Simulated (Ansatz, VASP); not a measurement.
# SrO: VASP beside Ansatz

INCAR

```
PREC = Accurate
ENCUT = 520
EDIFF = 1E-6
ISMEAR = -1
SIGMA = 0.02
LREAL = F
LASPH = T
NELM = 60
ALGO = Normal
ISIF = 2
LWAVE = F
LCHARG = F
GGA = CA
NBANDS = 15
```

File KPOINTS:

```
Automatic mesh
0
Gamma
  8 8 8
```

POSCAR

```
SrO
1.0
    0.0000000000      2.4927060000      2.5698000000
    2.4927060000      0.0000000000      2.5698000000
    2.4927060000      2.4927060000      0.0000000000
Sr O
1 1
Direct
    0.0000000000      0.0000000000      0.0000000000
    0.5000000000      0.5000000000      0.5000000000
```

Input for Ansatz:

```yaml
crystal:
  lattice:
    - [0.0, 2.492706, 2.5698]
    - [2.492706, 0.0, 2.5698]
    - [2.492706, 2.492706, 0.0]
  atoms:
    - { symbol: Sr, position: [0.0, 0.0, 0.0] }
    - { symbol: O, position: [0.5, 0.5, 0.5] }
kpoints:
  mp_grid: { grid: [8, 8, 8] }
  band_path:
    path:
      - [0.0, 0.0, 0.0]
      - [0.0, 0.5, 0.5]
      - [0.25, 0.75, 0.5]
      - [0.0, 0.5, 0.0]
      - [0.0, 0.0, 0.0]
      - [0.5, 0.5, 0.0]
      - [0.3676125, 0.6323875, 0.0]
      - [-0.3676125, 0.3676125, 0.0]
      - [0.0, 0.0, 0.0]
    npoints: 5
scf:
  occupations: { method: fermi_dirac, width: 0.02 }
hamiltonian:
  xc: lda
  pseudopotentials: { kind: all_electron, lapw: { basis_error: 0.00025 } }
output:
  forces: true
  stress: true
  eigenvalues: true
```

Change from the starting cell: equal xx and yy strain of -3 %.

Alike in both runs: task single point; functional LDA; k mesh 8 × 8 × 8; occupations fermi-dirac, width 0.02 eV; no spin polarisation.

|  | VASP | Ansatz |
| --- | --- | --- |
| version | VASP 6.6.1 | Ansatz 0.2.0 |
| potentials or method | VASP PAW LDA potentials, release 64 (Sr_sv, O), cutoff 520 eV | all-electron LAPW, scalar-relativistic |

VASP gave:

- gap on the k mesh at the Fermi level (eV): 2.96
- pressure (GPa): 3.0
- traceless stress, the component that is largest in VASP (GPa): -3.53

Q: Which values does Ansatz return?

A: gap on the k mesh at the Fermi level (eV): 3.03; pressure (GPa): 2.0; traceless stress, the component that is largest in VASP (GPa): -3.33.

LDA's correlation is that of Perdew and Zunger in VASP and of Perdew and Wang (1992) in Ansatz. Ansatz ran all-electron here, and VASP with PAW potentials.
